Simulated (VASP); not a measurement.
Write the native input for VASP 6.6.1 that does the following.

```
Task                   : single point
Functional             : PBE
Dispersion             : D3(BJ)
Potentials or basis    : VASP PAW PBE potentials, release 64 (S, Mo_sv)
Cutoff                 : 520 eV
k mesh                 : 12 × 12 × 1
Occupations            : gaussian, width 0.05 eV
Spin                   : collinear spin
Starting moments       : [0.0, 0.0, 1.0] μB
Dipole correction      : yes
Further INCAR settings : ALGO = Normal; EDIFF = 1e-06; NBANDS = 24
```

The structure of MoS2 lies in POSCAR:

```
MoS2
1.0
    3.1845414600      0.0000000000      0.0000000000
   -1.5922707300      2.7578938000      0.0000000000
    0.0000000000      0.0000000000     20.1015650214
S Mo
2 1
Direct
    0.6666666700      0.3333333400      0.4228526481
    0.6666666700      0.3333333400      0.5771473519
    0.3333333300      0.6666666600      0.4999709325
```

One way to write it, as run:

INCAR

```
SYSTEM = MoS2
ALGO = Normal
DIPOL = 0.5 0.5 0.500
EDIFF = 1E-6
ENCUT = 520
GGA = PE
IDIPOL = 3
ISIF = 2
ISMEAR = 0
ISPIN = 2
IVDW = 12
LASPH = .True.
LCHARG = .False.
LDIPOL = .True.
LMAXMIX = 4
LORBIT = 11
LREAL = .False.
LWAVE = .False.
MAGMOM = 0 0 1
NBANDS = 24
NELM = 150
PREC = Accurate
SIGMA = 0.05
```

KPOINTS

```
k-points
0
Gamma
  12 12 1
  0 0 0
```

Potentials or basis: VASP PAW PBE potentials, release 64 (S, Mo_sv).

Command:

```console
$ cat potpaw_PBE.64/S/POTCAR potpaw_PBE.64/Mo_sv/POTCAR > POTCAR
$ mpirun -np 1 vasp_std > vasp.out
```

Results of the run:

* Largest force: 0.120 eV/Å
* Band gap on the k mesh: 1.59 eV (least direct gap 1.66 eV)
* Net moment: 0.00 μB per cell
* Valence electrons inside the program's atomic spheres: S 3.71; Mo 12.45
* Dispersion energy per atom: -0.314 eV

Run time: 5.6 min on 1 thread of AMD EPYC 7R13, with other jobs on the host, peak memory 0.38 GiB.
